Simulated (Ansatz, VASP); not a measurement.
## One calculation of Ir, two programs

```
CELL_PARAMETERS angstrom
0.00000 1.96726 1.96726
1.96726 0.00000 1.96726
1.96726 1.96726 0.00000
ATOMIC_POSITIONS crystal
Ir 0.00000 0.00000 0.00000
```

Alike in both runs: task single point; functional revPBE; k mesh 23 × 23 × 23; occupations fermi-dirac, width 0.1 eV; no spin polarisation.

|  | VASP | Ansatz |
| --- | --- | --- |
| version | VASP 6.6.1 | Ansatz 0.2.0 |
| potentials or method | VASP PAW PBE potentials, release 64 (Ir), cutoff 520 eV | plane waves (420 eV) with PAW, scalar-relativistic |
| valence electrons in the cell | 9 | 17 |

VASP gave:

```
pressure (GPa) : -11.8
```

**Question.** Estimate Ansatz's values.

**Answer.** Pressure (GPa): -12.1.

VASP's potentials were made for PBE, not for revPBE. VASP's potentials hold 9 valence electrons a cell and Ansatz's 17, so a difference there can come from the potentials and not from the codes.

Neither program's run includes spin-orbit coupling.
